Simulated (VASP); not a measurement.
**Ta3H: single point with PBE**

System: Ta3H, a slab with vacuum.

```
Ta H
1.0
     2.87431    0.00000    0.00000
    -0.95810    2.70993    0.00000
     0.00000    0.00000   21.52669
Ta H
3 1
Direct
  0.50000 0.50000 0.18582
  0.00000 0.00000 0.29097
  0.50000 0.50000 0.39610
  0.00000 0.00000 0.57123
```

```
Program                : VASP 6.6.1
Task                   : single point
Functional             : PBE
Potentials or basis    : VASP PAW PBE potentials, release 64 (Ta_pv, H)
Cutoff                 : 520 eV
k mesh                 : 10 × 10 × 1
Occupations            : gaussian, width 0.1 eV
Spin                   : collinear spin
Starting moments       : [0.0, 0.0, 0.0, 1.0] μB
Dipole correction      : yes
Further INCAR settings : ALGO = Normal; EDIFF = 1e-07; NBANDS = 29
```

```
Largest force                                         : 0.179 eV/Å
Net moment                                            : 0.94 μB per cell
Site moments                                          : Ta -0.00, +0.01 (each value once); H +0.37 μB
Valence electrons inside the program's atomic spheres : Ta 8.84, 8.95 (each value once); H 0.38
```

Forces in eV/Å, atoms in the order of the input:
```
Ta   0.000  0.000 -0.058
Ta   0.000  0.000 -0.015
Ta   0.000  0.000  0.179
H    0.000  0.000 -0.106
```

Levels at points of the mesh, in eV from the Fermi level:
Spin up:
| k point | band 14 | band 15 | band 16 | band 17 | band 18 | band 19 | band 20 | band 21 |
| --- | --- | --- | --- | --- | --- | --- | --- | --- |
| (0.00, 0.00, 0.00) | -1.58 | -0.78 | -0.38 | -0.04 | 0.26 | 0.56 | 0.98 | 1.31 |
| (0.50, 0.00, 0.00) | -1.51 | -1.48 | -1.37 | -0.29 | 0.54 | 1.59 | 2.59 | 3.38 |
| (0.50, 0.50, 0.00) | -1.69 | -1.18 | -1.17 | 1.17 | 1.21 | 1.82 | 2.52 | 2.92 |
Spin down:
```tsv
k point	band 13	band 14	band 15	band 16	band 17	band 18	band 19	band 20
(0.00, 0.00, 0.00)	-1.57	-0.77	-0.74	-0.37	0.27	0.57	0.88	1.00
(0.50, 0.00, 0.00)	-1.51	-1.47	-1.42	-0.29	0.48	1.54	2.56	3.38
(0.50, 0.50, 0.00)	-2.98	-1.70	-1.16	1.17	1.19	1.78	2.49	2.91
```

Wall time 11 min on 1 thread of AMD EPYC 7R43 64-Core Processor (Zen 3) (shared host), peak memory 0.47 GiB.

Caveat: spin-orbit coupling is left out, which moves the levels of the heavy elements.
